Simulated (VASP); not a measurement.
# HC8F in VASP: further runs

HC8F is run at these levels: PBE+D3(BJ); tasks: single point.

All numbers are computed with VASP 6.6.1; they aren't measurements. Logs are shortened: lines on timing, memory, paths and dates and some standing lists are left out, and cuts for length are marked.

## (1) The cell of the first run

The cell holds a slab with vacuum, 10 atoms: a = 4.931 Å, b = 4.931 Å, c = 18.000 Å, α = 90.00°, β = 90.00°, γ = 120.00°.

## (2) Single point, PBE+D3(BJ)

Input file INCAR:

```
SYSTEM = HC8F
PREC = Accurate ; ENCUT = 520
EDIFF = 1E-7 ; ISMEAR = 0
SIGMA = 0.1 ; LREAL = .FALSE.
LASPH = .TRUE. ; NELM = 80
ALGO = Normal ; ISIF = 2
LWAVE = .FALSE. ; LCHARG = .TRUE.
LDIPOL = .TRUE. ; IDIPOL = 3
DIPOL = 0.5 0.5 0.231 ; GGA = PE
IVDW = 12 ; LELF = .TRUE.
LVHAR = .TRUE. ; LVACPOTAV = .TRUE.
NBANDS = 31
```

Input file KPOINTS:

```
regular mesh
0
G
  6 6 1
  0 0 0
```

Input file POSCAR:

```
HC8F
1.0
    4.9313048826     -0.0000000001      0.0000000000
   -2.4656524413      4.2706353022      0.0000000000
    0.0000000000      0.0000000000     18.0000331944
C F H
8 1 1
Direct
    0.3333333333      0.1666666667      0.2222236565
    0.3333333333      0.6666666667      0.2222236565
    0.8333333333      0.1666666667      0.2222236565
    0.8333333333      0.6666666667      0.2222236565
    0.1666666667      0.3333333333      0.2222218124
    0.1666666667      0.8333333333      0.2222218124
    0.6666666667      0.3333333333      0.2222218124
    0.6666666667      0.8333333333      0.2222218124
    0.2536613464      0.2463386536      0.2666680190
    0.4130053203      0.0869946797      0.2666680190
```

Potentials or basis: VASP PAW PBE potentials, release 64 (C, F, H).

On the command line:

```bash
$ cat potpaw_PBE.64/C/POTCAR potpaw_PBE.64/F/POTCAR potpaw_PBE.64/H/POTCAR > POTCAR
$ mpirun -np 1 vasp_std > vasp.out
```

OUTCAR:

```text
SYSTEM = HC8F
   PREC = Accurate
   ENCUT = 520
   EDIFF = 1E-7
   ISMEAR = 0
   LREAL = .FALSE.
   LASPH = .TRUE.
   NELM = 80
   ISIF = 2
   GGA = PE
   IVDW = 12
 IVDW          = 12

 ion  position               nearest neighbor table
   1  0.333  0.167  0.222-   9 1.05  10 1.05   5 1.42   7 1.42   6 1.42
   2  0.333  0.667  0.222-   6 1.42   8 1.42   5 1.42
   3  0.833  0.167  0.222-   7 1.42   5 1.42   8 1.42
   4  0.833  0.667  0.222-   8 1.42   6 1.42   7 1.42
   5  0.167  0.333  0.222-   9 1.09   1 1.42   3 1.42   2 1.42
   6  0.167  0.833  0.222-   2 1.42   4 1.42   1 1.42  10 1.47
   7  0.667  0.333  0.222-   3 1.42   1 1.42   4 1.42  10 1.47
   8  0.667  0.833  0.222-   4 1.42   2 1.42   3 1.42
   9  0.254  0.246  0.267-   1 1.05   5 1.09  10 1.36
  10  0.413  0.087  0.267-   1 1.05   9 1.36   7 1.47   6 1.47

  LATTYP: Found a hexagonal cell.
 ALAT       =     4.9313048826
 C/A-ratio  =     3.6501562209

  Lattice vectors:

 A1 = (   4.9313048826,  -0.0000000001,   0.0000000000)
 A2 = (  -2.4656524413,   4.2706353022,   0.0000000000)
 A3 = (   0.0000000000,   0.0000000000,  18.0000331944)

Analysis of symmetry for initial positions (statically):
=====================================================================
 Subroutine PRICEL returns:
 Original cell was already a primitive cell.

 Routine SETGRP: Setting up the symmetry group for a
 hexagonal supercell.

 Subroutine GETGRP returns: Found  2 space group operations
 (whereof  1 operations were pure point group operations)
 out of a pool of 24 trial point group operations.

The static configuration has the point symmetry C_1 .
 The point group associated with its full space group is C_1h.

Analysis of symmetry for dynamics (positions and initial velocities):
=====================================================================
 Subroutine PRICEL returns:
 Original cell was already a primitive cell.

 Routine SETGRP: Setting up the symmetry group for a
 hexagonal supercell.

 Subroutine GETGRP returns: Found  2 space group operations
 (whereof  1 operations were pure point group operations)
 out of a pool of 24 trial point group operations.

The dynamic configuration has the point symmetry C_1 .
 The point group associated with its full space group is C_1h.

 Subroutine INISYM returns: Found  2 space group operations
 (whereof  1 operations are pure point group operations),
 and found     1 'primitive' translations

----------------------------------------------------------------------------------------

                                     Primitive cell

  volume of cell :     379.0772

  direct lattice vectors                    reciprocal lattice vectors
     4.931304883 -0.000000000  0.000000000     0.202786083  0.117078599  0.000000000
    -2.465652441  4.270635302  0.000000000     0.000000000  0.234157199  0.000000000
     0.000000000  0.000000000 18.000033194     0.000000000  0.000000000  0.055555453

  length of vectors
     4.931304883  4.931304883 18.000033194     0.234157199  0.234157199  0.055555453

  position of ions in fractional coordinates (direct lattice)
     0.333333333  0.166666667  0.222223656
     0.333333333  0.666666667  0.222223656
     0.833333333  0.166666667  0.222223656
     0.833333333  0.666666667  0.222223656
     0.166666667  0.333333333  0.222221812
     0.166666667  0.833333333  0.222221812
     0.666666667  0.333333333  0.222221812
     0.666666667  0.833333333  0.222221812
     0.253661346  0.246338654  0.266668019
     0.413005320  0.086994680  0.266668019

  ion indices of the primitive-cell ions
   primitive index   ion index
                 1           1
                 2           2
                 3           3
                 4           4
                 5           5
                 6           6
                 7           7
                 8           8
                 9           9
                10          10

----------------------------------------------------------------------------------------

 KPOINTS: regular mesh

Automatic generation of k-mesh.
 Grid dimensions read from file:
 generate k-points for:    6    6    1

 Generating k-lattice:

  Cartesian coordinates                     Fractional coordinates (reciprocal lattice)
     0.033797680  0.019513100  0.000000000     0.166666667  0.000000000  0.000000000
     0.000000000  0.039026200  0.000000000     0.000000000  0.166666667  0.000000000
     0.000000000  0.000000000  0.055555453     0.000000000  0.000000000  1.000000000

  Length of vectors
     0.039026200  0.039026200  0.055555453

  Shift w.r.t. Gamma in fractional coordinates (k-lattice)
     0.000000000  0.000000000  0.000000000

 Subroutine IBZKPT returns following result:
 ===========================================

 Found     13 irreducible k-points:

 Following reciprocal coordinates:
            Coordinates               Weight
  0.000000  0.000000  0.000000      1.000000
  0.166667  0.000000  0.000000      4.000000
 -0.166667  0.166667  0.000000      2.000000
  0.333333  0.000000  0.000000      4.000000
 -0.333333  0.333333  0.000000      2.000000
  0.500000  0.000000  0.000000      2.000000
  0.500000  0.500000  0.000000      1.000000
  0.166667  0.166667  0.000000      2.000000
 -0.166667  0.333333  0.000000      4.000000
  0.333333  0.166667  0.000000      4.000000
 -0.166667  0.500000  0.000000      4.000000
  0.500000  0.333333  0.000000      4.000000
  0.333333  0.333333  0.000000      2.000000
   k-points           NKPTS =     13   k-points in BZ     NKDIM =     13   number of bands    NBANDS=     31
   number of dos      NEDOS =    301   number of ions     NIONS =     10
   total plane-waves  NPLWV = 224000
   dimension x,y,z NGX =    40 NGY =   40 NGZ =  140
   dimension x,y,z NGXF=    80 NGYF=   80 NGZF=  280
   ions per type =               8   1   1
   NGX,Y,Z   is equivalent  to a cutoff of  13.48, 13.48, 12.93 a.u.
   NGXF,Y,Z  is equivalent  to a cutoff of  26.97, 26.97, 25.86 a.u.
 SYSTEM =  HC8F
   PREC   = accura    normal or accurate (medium, high low for compatibility)
   ISTART =      0    job   : 0-new  1-cont  2-samecut
   ICHARG =      2    charge: 1-file 2-atom 10-const
   ISPIN  =      1    spin polarized calculation?
   LNONCOLLINEAR =      F non collinear calculations
   LSORBIT =      F    spin-orbit coupling
   LASPH  =      T    aspherical Exc in radial PAW
   ENCUT  =  520.0 eV  38.22 Ry    6.18 a.u.   9.17  9.17 33.47*2*pi/ulx,y,z
   NELM   =     80;   NELMIN=  2; NELMDL= -5     # of ELM steps
   EDIFF  = 0.1E-06   stopping-criterion for ELM
   LREAL  =      F    real-space projection
   EDIFFG = 0.1E-05   stopping-criterion for IOM
   NSW    =      0    number of steps for IOM
   IBRION =     -1    ionic relax: 0-MD 1-quasi-New 2-CG
   NFREE  =      0    steps in history (QN), initial steepest desc. (CG)
   ISIF   =      2    stress and relaxation
   ISYM   =      2    0-nonsym 1-usesym 2-fastsym
   POTIM  = 0.5000    time-step for ionic-motion
   TEBEG  =    0.0;   TEEND  =   0.0 temperature during run
   PSTRESS=    0.0 pullay stress
   NELECT =      40.0000    total number of electrons
   NUPDOWN=      -1.0000    fix difference up-down
   EMIN   =  10.00;   EMAX   =-10.00  energy-range for DOS
   EFERMI =   0.00;   METHOD = LEGACY
   ISMEAR =     0;   SIGMA  =   0.10  broadening in eV -4-tet -1-fermi 0-gaus
   EFERMI_NEDOS =   21; number of points for ismear=-14 and -15
   IALGO  =     38    algorithm
   IMIX   =      4    mixing-type and parameters
     AMIX     =   0.40;   BMIX     =  1.00
     AMIX_MAG =   1.60;   BMIX_MAG =  1.00
  volume/ion in A,a.u.               =      37.91       255.81
  Fermi-wavevector in a.u.,A,eV,Ry     =   0.773604  1.461900  8.142594  0.598464
  Thomas-Fermi vector in A             =   1.875484
   LORBIT       =      0    0 simple, 1 ext, 2 COOP (PROOUT), +10 PAW based schemes
   GGA     = PE    functional components
   LHFCALC =     F    Hartree Fock is set to
   AEXX    =    0.0000 exact exchange contribution
   IVDW    =    12    specifies the selected vdW correction
   LEPSILON=     F    determine dielectric tensor
   LRPA    =     F    only Hartree local field effects (RPA)
 non-spin polarized calculation
 Gauss-broadening in eV      SIGMA  =   0.10
  energy-cutoff  :      520.00
  volume of cell :      379.08
 maximum number of plane-waves:     10258
 NGX is ok and might be reduce to    40
   NGX = 19   NGY = 19   NGZ = 67

 dipolmoment           0.000000      0.000000      0.000006 electrons x Angstroem

 number of electron      39.9999994 magnetization

 dipolmoment           0.000000      0.000000     -0.115689 electrons x Angstroem

 Free energy of the ion-electron system (eV)
  ---------------------------------------------------
  ext. energy  EPLUGINS =         0.00000000
  ---------------------------------------------------
  free energy    TOTEN  =       -57.68089947 eV

  energy without entropy =      -57.67546992  energy(sigma->0) =      -57.67818469

 E-fermi :  -0.8509     XC(G=0):  -2.6677

 val. band max:       -0.9130158675   @ k =   0.0000   0.0000   0.0000
 cond. band min:      -0.7618628756   @ k =   0.1667   0.0000   0.0000
 fundamental gap:      0.1511529920
 Fermi energy:        -0.8508707636

 k-point     1 :       0.0000    0.0000    0.0000
  band No.  band energies     occupation
      1     -43.0648      2.00000
      2     -25.3666      2.00000
      3     -21.4244      2.00000
      4     -20.7552      2.00000
      5     -20.6305      2.00000
      6     -16.8179      2.00000
[... 23 lines left out ...]
     30       5.2646      0.00000
     31       5.6760      0.00000
[... 377 lines left out ...]
      1     -43.0643      2.00000
      2     -25.4930      2.00000
      3     -21.4634      2.00000
      4     -20.6391      2.00000
      5     -19.4163      2.00000
      6     -18.6296      2.00000
[... 23 lines left out ...]
     30       4.6751      0.00000
     31       4.7353      0.00000

------------------------ aborting loop because EDIFF is reached ----------------------------------------

 Edisp (eV)   -0.77587

 E8    (eV) :    -0.2343

  FORCE on cell =-STRESS in cart. coord.  units (eV):
  Direction    XX          YY          ZZ          XY          YZ          ZX
  --------------------------------------------------------------------------------------
  -------------------------------------------------------------------------------------
  Total      53.15263    23.36738    48.30478   -25.79478     0.66617    -1.15384
  in kB     224.65066    98.76270   204.16112  -109.02217     2.81558    -4.87673
  external pressure =      175.86 kB  Pullay stress =        0.00 kB

 VOLUME and BASIS-vectors are now :
 -----------------------------------------------------------------------------
  energy-cutoff  :      520.00
  volume of cell :      379.08
      direct lattice vectors                 reciprocal lattice vectors
     4.931304883 -0.000000000  0.000000000     0.202786083  0.117078599  0.000000000
    -2.465652441  4.270635302  0.000000000     0.000000000  0.234157199  0.000000000
     0.000000000  0.000000000 18.000033194     0.000000000  0.000000000  0.055555453

 POSITION                                       TOTAL-FORCE (eV/Angst)
 -----------------------------------------------------------------------------------
      1.23283      0.71177      4.00003        21.829276    -12.603138    -32.843527
     -0.00000      2.84709      4.00003         0.035172      2.865659     -1.243586
      3.69848      0.71177      4.00003        -2.464147     -1.463290     -1.243586
      2.46565      2.84709      4.00003        -0.010312      0.005954      0.235610
      0.00000      1.42355      4.00000       -22.216627     12.826775    -22.351306
     -1.23283      3.55886      4.00000         0.922007     -4.104716     -1.421626
      2.46565      1.42355      4.00000         4.015792      1.253876     -1.421626
      1.23283      3.55886      4.00000        -0.658693      0.380296     -0.413035
      0.64350      1.05202      4.80003        -9.442490      5.451624     55.301655
      1.82216      0.37152      4.80003         7.990022     -4.613041      5.401029
 -----------------------------------------------------------------------------------
    total drift:                                0.000117     -0.000068      0.001242

  FREE ENERGIE OF THE ION-ELECTRON SYSTEM (eV)
  ---------------------------------------------------
  free  energy   TOTEN  =       -58.4567655622 eV

  energy  without entropy=      -58.4513360101  energy(sigma->0) =      -58.45405079

 vacuum level on the upper side and lower side of the slab         1.426         2.420
```

Run time: 2.7 min. Hardware: 1 thread of Intel Xeon 6975P-C (Granite Rapids), shared host; peak memory 0.58 GiB.

What came out:

| Property | Result |
| --- | --- |
| Free energy | -58.4568 eV |
| Largest force | 56.366 eV/Å |
| Band gap on the k mesh | zero (band 20 reaches -0.63 eV, above the bottom of band 21 at -0.91 eV) |
| Dispersion energy per atom | -0.078 eV |

Forces on the atoms (eV/Å):
```
C    21.829 -12.603 -32.844
C     0.035   2.866  -1.244
C    -2.464  -1.463  -1.244
C    -0.010   0.006   0.236
C   -22.217  12.827 -22.351
C     0.922  -4.105  -1.422
C     4.016   1.254  -1.422
C    -0.659   0.380  -0.413
F    -9.442   5.452  55.302
H     7.990  -4.613   5.401
```

[end of part 1 of 2]
